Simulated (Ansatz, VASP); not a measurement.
One calculation of BAs, two programs

```
B As
1.0
     0.00000    2.37247    2.37247
     2.37247    0.00000    2.37247
     2.37247    2.37247    0.00000
B As
1 1
Direct
  0.00000 0.00000 0.00000
  0.75000 0.75000 0.75000
```

Change from the starting cell: volume scaled by 0.98, PAW files.

Alike in both runs: task electric field gradients; functional LDA; k mesh 15 × 15 × 15; occupations fermi-dirac, width 0.03 eV; no spin polarisation.

```csv
,VASP,Ansatz
version,VASP 6.6.1,Ansatz 0.2.0
potentials or method,"VASP PAW LDA potentials, release 64 (B, As)","PAW with Ansatz's default frozen-core files, scalar-relativistic"
plane-wave cutoff (eV),520,420
valence electrons in the cell,8,18
```

|  | VASP | Ansatz | Ansatz less VASP |
| --- | --- | --- | --- |
| gap on the k mesh at the Fermi level (eV) | 1.10 | 1.11 | +0.008 |
| pressure (GPa) | -0.2 | -1.2 | -0.92 |

LDA's correlation is that of Perdew and Zunger in VASP and of Perdew and Wang (1992) in Ansatz. VASP's potentials hold 8 valence electrons a cell and Ansatz's 18, so a difference there can come from the potentials and not from the codes.
